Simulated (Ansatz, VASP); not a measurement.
**GaN: VASP beside Ansatz**

```xyz
4
Lattice="3.1216 0.0000 0.0000 -1.5608 2.7033 0.0000 0.0000 0.0000 5.0852" Properties=species:S:1:pos:R:3 pbc="T T T"
Ga    1.5609    0.9010    0.0000
Ga    0.0002    1.8023    2.5426
N     1.5609    0.9010    1.9171
N     0.0002    1.8023    4.4597
```

Alike in both runs: task single point; functional r2SCAN; k mesh 10 × 10 × 6; occupations tetrahedron; no spin polarisation.

```csv
,VASP,Ansatz
version,VASP 6.6.1,Ansatz 0.2.0
potentials or method,"VASP PAW PBE potentials, release 64 (Ga_d, N), cutoff 520 eV",PAW plane waves
valence electrons in the cell,36,36
```

|  | VASP | Ansatz | Ansatz less VASP |
| --- | --- | --- | --- |
| gap on the k mesh at the Fermi level (eV) | 2.75 | 2.76 | +0.011 |
| pressure (GPa) | 14.3 | 13.0 | -1.30 |
| traceless stress, the component that is largest in VASP (GPa) | -0.39 | -0.29 | +0.091 |
| rms of the force components (eV/Å) | 0.020 | 0.019 | -0.0008 |

VASP's potentials were made for PBE, not for r2SCAN. Atom by atom the forces differ by 0.002 eV/Å (rms over components). Ansatz's warnings: band table not solved further, structure snapped to symmetry, tetrahedron derivatives may miss energy slope.
